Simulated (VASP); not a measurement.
**Ru: single point with PBE**

Ru:

```
CELL_PARAMETERS angstrom
0.00000 2.31219 2.31219
2.31219 0.00000 2.31219
2.31219 2.31219 0.00000
ATOMIC_POSITIONS crystal
Ru 0.87500 0.87500 0.87500
Ru 0.12500 0.12500 0.12500
```

This isn't the form of Ru at room conditions, which is hcp.

```json
{"Program": "VASP 6.6.1", "Task": "single point", "Functional": "PBE", "Potentials or basis": "VASP PAW PBE potentials, release 64 (Ru_pv)", "Cutoff": "520 eV", "k mesh": "15 × 15 × 15", "Occupations": "fermi-dirac, width 0.05 eV", "Spin": "no spin polarisation"}
```

```json
{
 "Pressure": "257.4 GPa",
 "Band gap on the k mesh": "zero (bands 14 and 15 overlap by 1.50 eV)"
}
```

Levels at points of the mesh, in eV from the Fermi level:
```
           k point  band 10  band 11  band 12  band 13  band 14  band 15  band 16  band 17  band 18  band 19
(0.00, 0.00, 0.00)    -5.14    -5.14    -5.14    -0.54    -0.54    -0.54     3.95     3.95    10.64    10.68
```

It took 70 s on 1 thread of Intel Xeon 8259CL, on a shared host, peak memory 0.17 GiB.

Caveat: atoms lie so close that the PAW spheres overlap strongly, which falsifies energies and pressures; the cell stands under pressure.
